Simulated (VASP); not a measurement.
Wanted: the native input for a VASP 6.6.1 run.

| Property | Result |
| --- | --- |
| Task | single point |
| Functional | PBE |
| Potentials or basis | VASP PAW PBE potentials, release 64 (Zn, O_h, C_h, F_h) |
| Cutoff | 1010 eV |
| k mesh | 2 × 2 × 1 |
| Occupations | gaussian, width 0.02 eV |
| Spin | no spin polarisation |
| Dipole correction | no |
| Further INCAR settings | LREAL = Auto; ALGO = Normal; EDIFF = 1e-06; NBANDS = 76; NELMDL = -8 |

The structure of Zn6CO6F2 lies in POSCAR:

```
Zn6CO6F2
1.0
    5.8041020000      0.0000000000      0.0000000000
   -2.9020510000      5.4880210000      0.0000000000
    0.0000000000      0.0000000000     17.5870760000
Zn O C F
6 6 1 2
Direct
    0.3333333908      0.0000000000      0.0568599351
    0.3467152515      0.4794732017      0.0721716333
    0.9100573618      0.0493560429      0.1166816474
    0.8523528072      0.5134894710      0.1281919177
    0.4440822073      0.1325098792      0.2187716707
    0.4556103431      0.5781486623      0.2280819165
    0.1643335480      0.6659316719      0.0742751097
    0.1553369416      0.1701491303      0.0266901673
    0.6614437142      0.6998825260      0.1304913335
    0.6412947964      0.1594680487      0.1239342458
    0.3876584813      0.9456713085      0.3137188922
    0.2039281495      0.2524813589      0.1907504124
    0.4020413995      0.7540743740      0.3139147747
   -0.2592615657      0.4646336084      0.2523863546
    0.3699015333      0.6511130333      0.3831986056
```

These files were run (other wordings do the same):

INCAR

```
ALGO = Normal ; EDIFF = 1E-6
ENCUT = 1010 ; GGA = PE
GGA_COMPAT = False ; ISIF = 2
ISMEAR = 0 ; LASPH = True
LCHARG = False ; LREAL = Auto
LWAVE = False ; NBANDS = 76
NELM = 120 ; NELMDL = -8
PREC = Accurate ; SIGMA = 0.02
```

KPOINTS

```
k-points
0
Gamma
  2 2 1
```

Potentials or basis: VASP PAW PBE potentials, release 64 (Zn, O_h, C_h, F_h).

The run is started by

```sh
$ cat potpaw_PBE.64/Zn/POTCAR potpaw_PBE.64/O_h/POTCAR potpaw_PBE.64/C_h/POTCAR potpaw_PBE.64/F_h/POTCAR > POTCAR
$ mpirun -np 1 vasp_std > vasp.out
```

It gave:

```
Largest force          : 0.129 eV/Å
Band gap on the k mesh : 1.81 eV
```

Caveat: the k points lie up to 0.61 Å⁻¹ apart; there is no dipole correction, which matters where the two faces differ.

Wall time 41 min on 1 thread of AMD EPYC 7R43 64-Core Processor (Zen 3), on a shared host, peak memory 1.4 GiB.
